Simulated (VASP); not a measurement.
# Ir (Fm-3m) in VASP: single point with LDA

Aim: the single point of Ir with LDA.

Program: VASP 6.6.1. These are calculated values, not measurements. Logs are shortened: lines on timing, memory, paths and dates and some standing lists are left out, and cuts for length are marked.

### Step 1. The cell of the first run

Symmetry: Fm-3m, No. 225, cubic system. The conventional cell has a = 3.557 Å, b = 3.557 Å, c = 3.557 Å, α = 90.00°, β = 90.00°, γ = 90.00°. Ir (site symmetry m-3m) has 12 Ir at 2.51 Å within 3.3 Å.

### Step 2. Single point, LDA

The input, INCAR:

```
SYSTEM = Ir
PREC     = Accurate       ! precision mode
ENCUT    = 520            ! plane-wave cutoff, eV
EDIFF    = 1E-6           ! SCF threshold, eV
ISMEAR   = 0              ! smearing method
SIGMA    = 0.1            ! smearing width, eV
LREAL    = .False.        ! projectors in reciprocal space
LASPH    = .True.         ! aspherical terms in the spheres
NELM     = 80             ! most SCF steps
ALGO     = Fast           ! electronic algorithm
ISIF     = 2              ! what is computed and relaxed
LWAVE    = .False.        ! write WAVECAR
LCHARG   = .False.        ! write CHGCAR
NBANDS   = 10             ! bands
```

The input, KPOINTS:

```
Automatic mesh
0
Gamma
  48 48 48
  0 0 0
```

The input, POSCAR:

```
Ir
1.0
    0.0000000000      1.7782671097      1.7782671097
    1.7782671097      0.0000000000      1.7782671097
    1.7782671097      1.7782671097      0.0000000000
Ir
1
Direct
    0.0000000000      0.0000000000      0.0000000000
```

Potentials or basis: VASP PAW LDA potentials, release 64 (Ir).

On the command line:

```
> cat potpaw_LDA.64/Ir/POTCAR > POTCAR
> mpirun -np 1 vasp_std > vasp.out
```

OUTCAR:

```text
SYSTEM = Ir
   PREC = Accurate
   ENCUT = 520
   EDIFF = 1E-6
   ISMEAR = 0
   LREAL = .False.
   LASPH = .True.
   NELM = 80
   ISIF = 2

 ion  position               nearest neighbor table
   1  0.000  0.000  0.000-

  LATTYP: Found a face centered cubic cell.
 ALAT       =     3.5565342194

  Lattice vectors:

 A1 = (   0.0000000000,   1.7782671097,   1.7782671097)
 A2 = (   1.7782671097,   0.0000000000,   1.7782671097)
 A3 = (   1.7782671097,   1.7782671097,   0.0000000000)

Analysis of symmetry for initial positions (statically):
=====================================================================
 Subroutine PRICEL returns:
 Original cell was already a primitive cell.

 Routine SETGRP: Setting up the symmetry group for a
 face centered cubic supercell.

 Subroutine GETGRP returns: Found 48 space group operations
 (whereof 48 operations were pure point group operations)
 out of a pool of 48 trial point group operations.

The static configuration has the point symmetry O_h .

Analysis of symmetry for dynamics (positions and initial velocities):
=====================================================================
 Subroutine PRICEL returns:
 Original cell was already a primitive cell.

 Routine SETGRP: Setting up the symmetry group for a
 face centered cubic supercell.

 Subroutine GETGRP returns: Found 48 space group operations
 (whereof 48 operations were pure point group operations)
 out of a pool of 48 trial point group operations.

The dynamic configuration has the point symmetry O_h .

 Subroutine INISYM returns: Found 48 space group operations
 (whereof 48 operations are pure point group operations),
 and found     1 'primitive' translations

----------------------------------------------------------------------------------------

                                     Primitive cell

  volume of cell :      11.2466

  direct lattice vectors                    reciprocal lattice vectors
     0.000000000  1.778267110  1.778267110    -0.281172607  0.281172607  0.281172607
     1.778267110  0.000000000  1.778267110     0.281172607 -0.281172607  0.281172607
     1.778267110  1.778267110  0.000000000     0.281172607  0.281172607 -0.281172607

  length of vectors
     2.514849464  2.514849464  2.514849464     0.487005242  0.487005242  0.487005242

  position of ions in fractional coordinates (direct lattice)
     0.000000000  0.000000000  0.000000000

  ion indices of the primitive-cell ions
   primitive index   ion index
                 1           1

----------------------------------------------------------------------------------------

 KPOINTS: Automatic mesh

Automatic generation of k-mesh.
 Grid dimensions read from file:
 generate k-points for:   48   48   48

 Generating k-lattice:

  Cartesian coordinates                     Fractional coordinates (reciprocal lattice)
    -0.005857763  0.005857763  0.005857763     0.020833333  0.000000000  0.000000000
     0.005857763 -0.005857763  0.005857763     0.000000000  0.020833333  0.000000000
     0.005857763  0.005857763 -0.005857763     0.000000000  0.000000000  0.020833333

  Length of vectors
     0.010145943  0.010145943  0.010145943

  Shift w.r.t. Gamma in fractional coordinates (k-lattice)
     0.000000000  0.000000000  0.000000000

 Subroutine IBZKPT returns following result:
 ===========================================

 Found   2769 irreducible k-points:

 Following reciprocal coordinates:
            Coordinates               Weight
  0.000000  0.000000  0.000000      1.000000
  0.020833  0.000000  0.000000      8.000000
  0.041667  0.000000  0.000000      8.000000
  0.062500  0.000000  0.000000      8.000000
  0.083333  0.000000  0.000000      8.000000
  0.104167  0.000000  0.000000      8.000000
[... 16 lines left out ...]
  0.458333  0.000000  0.000000      8.000000
  0.479167  0.000000  0.000000      8.000000
 [... further k-points ...]
   k-points           NKPTS =   2769   k-points in BZ     NKDIM =   2769   number of bands    NBANDS=     10
   number of dos      NEDOS =    301   number of ions     NIONS =      1
   total plane-waves  NPLWV =   8000
   dimension x,y,z NGX =    20 NGY =   20 NGZ =   20
   dimension x,y,z NGXF=    40 NGYF=   40 NGZF=   40
   ions per type =               1
   NGX,Y,Z   is equivalent  to a cutoff of  13.22, 13.22, 13.22 a.u.
   NGXF,Y,Z  is equivalent  to a cutoff of  26.44, 26.44, 26.44 a.u.
 SYSTEM =  Ir
   PREC   = accura    normal or accurate (medium, high low for compatibility)
   ISTART =      0    job   : 0-new  1-cont  2-samecut
   ICHARG =      2    charge: 1-file 2-atom 10-const
   ISPIN  =      1    spin polarized calculation?
   LNONCOLLINEAR =      F non collinear calculations
   LSORBIT =      F    spin-orbit coupling
   LASPH  =      T    aspherical Exc in radial PAW
   ENCUT  =  520.0 eV  38.22 Ry    6.18 a.u.   4.68  4.68  4.68*2*pi/ulx,y,z
   NELM   =     80;   NELMIN=  2; NELMDL= -5     # of ELM steps
   EDIFF  = 0.1E-05   stopping-criterion for ELM
   LREAL  =      F    real-space projection
   EDIFFG = 0.1E-04   stopping-criterion for IOM
   NSW    =      0    number of steps for IOM
   IBRION =     -1    ionic relax: 0-MD 1-quasi-New 2-CG
   NFREE  =      0    steps in history (QN), initial steepest desc. (CG)
   ISIF   =      2    stress and relaxation
   ISYM   =      2    0-nonsym 1-usesym 2-fastsym
   POTIM  = 0.5000    time-step for ionic-motion
   TEBEG  =    0.0;   TEEND  =   0.0 temperature during run
   PSTRESS=    0.0 pullay stress
   NELECT =       9.0000    total number of electrons
   NUPDOWN=      -1.0000    fix difference up-down
   EMIN   =  10.00;   EMAX   =-10.00  energy-range for DOS
   EFERMI =   0.00;   METHOD = LEGACY
   ISMEAR =     0;   SIGMA  =   0.10  broadening in eV -4-tet -1-fermi 0-gaus
   EFERMI_NEDOS =   21; number of points for ismear=-14 and -15
   IALGO  =     68    algorithm
   IMIX   =      4    mixing-type and parameters
     AMIX     =   0.40;   BMIX     =  1.00
     AMIX_MAG =   1.60;   BMIX_MAG =  1.00
  volume/ion in A,a.u.               =      11.25        75.90
  Fermi-wavevector in a.u.,A,eV,Ry     =   1.519901  2.872197 31.430811  2.310099
  Thomas-Fermi vector in A             =   2.628824
   LORBIT       =      0    0 simple, 1 ext, 2 COOP (PROOUT), +10 PAW based schemes
   GGA     = CA    functional components
   LHFCALC =     F    Hartree Fock is set to
   AEXX    =    0.0000 exact exchange contribution
   IVDW    =     0    specifies the selected vdW correction
   LEPSILON=     F    determine dielectric tensor
   LRPA    =     F    only Hartree local field effects (RPA)
 non-spin polarized calculation
 RMM-DIIS sequential band-by-band and
 Gauss-broadening in eV      SIGMA  =   0.10
  energy-cutoff  :      520.00
  volume of cell :       11.25
 maximum number of plane-waves:       318
   NGX =  9   NGY =  9   NGZ =  9

 number of electron       8.9999999 magnetization

 Free energy of the ion-electron system (eV)
  ---------------------------------------------------
  ext. energy  EPLUGINS =         0.00000000
  ---------------------------------------------------
  free energy    TOTEN  =        -9.33001768 eV

  energy without entropy =       -9.32696125  energy(sigma->0) =       -9.32848946

 E-fermi :  14.8366     XC(G=0): -15.4949

 val. band max:       14.8350347464   @ k =  -0.4583   0.4167   0.0833
 cond. band min:      14.8367388575   @ k =  -0.2917   0.2917   0.1042
 fundamental gap:      0.0017041111
 Fermi energy:        14.8365905956

 k-point     1 :       0.0000    0.0000    0.0000
  band No.  band energies     occupation
      1       1.1261      2.00000
      2       9.3081      2.00000
      3       9.3081      2.00000
      4       9.3081      2.00000
      5      13.2002      2.00000
      6      13.2002      2.00000
      7      28.4274      0.00000
      8      35.4411      0.00000
      9      35.4411      0.00000
     10      35.4411      0.00000

 k-point     2 :       0.0208    0.0000    0.0000
  band No.  band energies     occupation
      1       1.1515      2.00000
      2       9.2922      2.00000
      3       9.3201      2.00000
      4       9.3201      2.00000
      5      13.1904      2.00000
      6      13.1904      2.00000
      7      28.4756      0.00000
      8      35.3043      0.00000
      9      35.4860      0.00000
     10      35.4860      0.00000

 k-point     3 :       0.0417    0.0000    0.0000
  band No.  band energies     occupation
      1       1.2273      2.00000
      2       9.2459      2.00000
      3       9.3554      2.00000
      4       9.3554      2.00000
      5      13.1621      2.00000
      6      13.1621      2.00000
      7      28.6187      0.00000
      8      34.9377      0.00000
      9      35.6203      0.00000
     10      35.6203      0.00000

 k-point     4 :       0.0625    0.0000    0.0000
  band No.  band energies     occupation
      1       1.3520      2.00000
      2       9.1725      2.00000
      3       9.4124      2.00000
      4       9.4124      2.00000
      5      13.1184      2.00000
      6      13.1184      2.00000
      7      28.8515      0.00000
      8      34.4284      0.00000
      9      35.8421      0.00000
     10      35.8421      0.00000
[... 222 lines left out ...]
 k-point    22 :       0.4375    0.0000    0.0000
  band No.  band energies     occupation
      1       4.0145      2.00000
      2       9.2012      2.00000
      3       9.2012      2.00000
      4      12.9796      2.00000
      5      15.9352      0.00000
      6      15.9352      0.00000
      7      25.4603      0.00000
      8      28.6371      0.00000
      9      37.1522      0.00000
     10      37.1522      0.00000

 k-point    23 :       0.4583    0.0000    0.0000
  band No.  band energies     occupation
      1       3.9910      2.00000
      2       9.1610      2.00000
      3       9.1610      2.00000
      4      13.3614      2.00000
      5      16.1001      0.00000
      6      16.1001      0.00000
      7      25.1717      0.00000
      8      28.3103      0.00000
      9      36.8107      0.00000
     10      36.8107      0.00000

 k-point    24 :       0.4792    0.0000    0.0000
  band No.  band energies     occupation
      1       3.9760      2.00000
      2       9.1365      2.00000
      3       9.1365      2.00000
      4      13.6094      2.00000
      5      16.2027      0.00000
      6      16.2027      0.00000
      7      24.9738      0.00000
      8      28.1190      0.00000
      9      36.6020      0.00000
     10      36.6020      0.00000

 [... further k-points ...]

------------------------ aborting loop because EDIFF is reached ----------------------------------------

  FORCE on cell =-STRESS in cart. coord.  units (eV):
  Direction    XX          YY          ZZ          XY          YZ          ZX
  --------------------------------------------------------------------------------------
  -------------------------------------------------------------------------------------
  Total       10.3162859     10.3162859     10.3162859      0.0000000      0.0000000     -0.0000000
  in kB     1469.6467831   1469.6467831   1469.6467831      0.0000000      0.0000000     -0.0000000
  external PRESSURE =    1469.6467831 kB  Pullay stress =       0.0000000 kB

 VOLUME and BASIS-vectors are now :
 -----------------------------------------------------------------------------
  energy-cutoff  :      520.00
  volume of cell :       11.25
      direct lattice vectors                 reciprocal lattice vectors
     0.000000000  1.778267110  1.778267110    -0.281172607  0.281172607  0.281172607
     1.778267110  0.000000000  1.778267110     0.281172607 -0.281172607  0.281172607
     1.778267110  1.778267110  0.000000000     0.281172607  0.281172607 -0.281172607

 POSITION                                       TOTAL-FORCE (eV/Angst)
 -----------------------------------------------------------------------------------
      0.00000      0.00000      0.00000         0.000000      0.000000     -0.000000
 -----------------------------------------------------------------------------------
    total drift:                                0.000000      0.000000     -0.000000

  FREE ENERGIE OF THE ION-ELECTRON SYSTEM (eV)
  ---------------------------------------------------
  free  energy   TOTEN  =        -9.3300176756 eV

  energy  without entropy=       -9.3269612486  energy(sigma->0) =       -9.32848946
```

It took 8.9 min on 1 thread of Intel Xeon 8259CL, shared host; peak memory 0.43 GiB.

Results:

```
Free energy            : -9.3300 eV
Pressure               : 147.0 GPa
Band gap on the k mesh : zero (an odd number of electrons rules out a gap without spin polarisation)
```

Caveat: the cell stands under pressure; spin-orbit coupling is left out, which moves the levels of the heavy elements.
